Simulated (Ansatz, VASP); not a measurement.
# Two plane-wave programs on Au

```
CELL_PARAMETERS angstrom
0.00000 2.04122 2.04122
2.04122 0.00000 2.04122
2.04122 2.04122 0.00000
ATOMIC_POSITIONS crystal
Au 0.00000 0.00000 0.00000
```

Alike in both runs: functional PBEsol; k mesh 34 × 34 × 34; occupations gaussian, width 0.1 eV; no spin polarisation.

Ansatz relaxed the structure, and its values are those at the end. VASP's run is a single point on that final structure, the one shown.

|  | VASP | Ansatz |
| --- | --- | --- |
| version | VASP 6.6.1 | Ansatz 0.2.0 |
| potentials or method | VASP PAW PBE potentials, release 64 (Au) | scalar-relativistic, plane waves, PAW |
| plane-wave cutoff (eV) | 520 | 420 |
| valence electrons in the cell | 11 | 19 |

Ansatz gave:

```
gap on the k mesh at the Fermi level (eV) : none
pressure (GPa)                            : 0.0
```

Q: Estimate VASP's values.

A: gap on the k mesh at the Fermi level (eV): none; pressure (GPa): -0.2.

VASP's potentials were made for PBE, not for PBEsol, and Ansatz warns of the same on its side. A gap of «none» marks a metal or a gap that the smearing closes. The functional is the same, so the differences come from potentials, cutoffs and numerics. VASP's potentials hold 11 valence electrons a cell and Ansatz's 19, so a difference there can come from the potentials and not from the codes.

Spin-orbit coupling is off throughout.
